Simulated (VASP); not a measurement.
# SrCaF4: single point with r2SCAN+rVV10

SrCaF4:

```
Sr Ca F
1.0
    -2.97397    2.97397    2.58042
     2.97397   -2.97397    2.58042
     2.97397    2.97397   -2.58042
Sr Ca F
1 1 4
Direct
  0.25000 0.75000 0.50000
  0.00000 0.00000 0.00000
  0.37836 0.32411 0.50466
  0.67589 0.18055 0.05426
  0.81945 0.87371 0.49534
  0.12629 0.62164 0.94574
```

* Program: VASP 6.6.1
* Task: single point
* Functional: r2SCAN
* Dispersion: rVV10
* Potentials or basis: VASP PAW PBE potentials, release 64 (Sr_sv, Ca_sv, F)
* Cutoff: 520 eV
* k mesh: 6 × 6 × 6
* Occupations: fermi-dirac, width 0.03 eV
* Spin: no spin polarisation

```json
{
  "Pressure": "0.5 GPa",
  "Largest force": "0.100 eV/Å",
  "Band gap on the k mesh": "6.51 eV"
}
```

Forces in eV/Å, atoms in the order of the input:
```
Sr   0.000  0.000  0.000
Ca   0.000  0.000  0.000
F    0.045  0.088  0.021
F    0.088 -0.045 -0.021
F   -0.045 -0.088  0.021
F   -0.088  0.045 -0.021
```

Stress tensor (GPa, compression positive):
```
 0.83  0.00  0.00
 0.00  0.83  0.00
 0.00  0.00 -0.03
```

Levels at points of the mesh, in eV from the valence-band top:
```csv
k point,band 21,band 22,band 23,band 24,band 25,band 26,band 27,band 28
"(0.00, 0.00, 0.00)",-1.06,-1.06,-0.32,0.00,6.51,7.01,8.71,8.94
"(0.50, 0.00, 0.00)",-1.15,-0.99,-0.93,-0.86,7.51,8.44,8.62,8.82
"(0.50, 0.50, 0.00)",-1.20,-1.19,-0.14,-0.14,7.47,7.64,8.45,8.50
"(0.50, 0.50, 0.50)",-1.29,-1.21,-0.12,-0.12,7.53,8.79,8.79,8.86
```

Run time: 15 min on 1 thread of Oxide Virtual Turin-like Processor, with other jobs on the host, peak memory 0.52 GiB.

Caveat: the PAW data sets were made with another functional, which shifts forces and pressure a little. A k mesh can miss the band edges.
